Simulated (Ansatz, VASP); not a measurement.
**ZnAu: VASP beside Ansatz**

```xyz
2
Lattice="3.1678 0.0000 0.0000 0.0000 3.1678 0.0000 0.0000 0.0000 3.1678" Properties=species:S:1:pos:R:3 pbc="T T T"
Zn    1.5839    1.5839    1.5839
Au    0.0000    0.0000    0.0000
```

Change from the starting cell: volume scaled by 1.02, crystal datasets.

Alike in both runs: task electric field gradients; functional PBEsol; k mesh 13 × 13 × 13; occupations fermi-dirac, width 0.05 eV; no spin polarisation.

```csv
,VASP,Ansatz
version,VASP 6.6.1,Ansatz 0.2.0
potentials or method,"VASP PAW PBE potentials, release 64 (Zn, Au), cutoff 520 eV","all-electron PAW with datasets made for the crystal, scalar-relativistic"
```

|  | VASP | Ansatz | Ansatz less VASP |
| --- | --- | --- | --- |
| pressure (GPa) | -4.7 | -4.8 | -0.14 |

VASP's potentials were made for PBE, not for PBEsol. Ansatz ran all-electron here, and VASP with PAW potentials.

Spin-orbit coupling is off throughout.
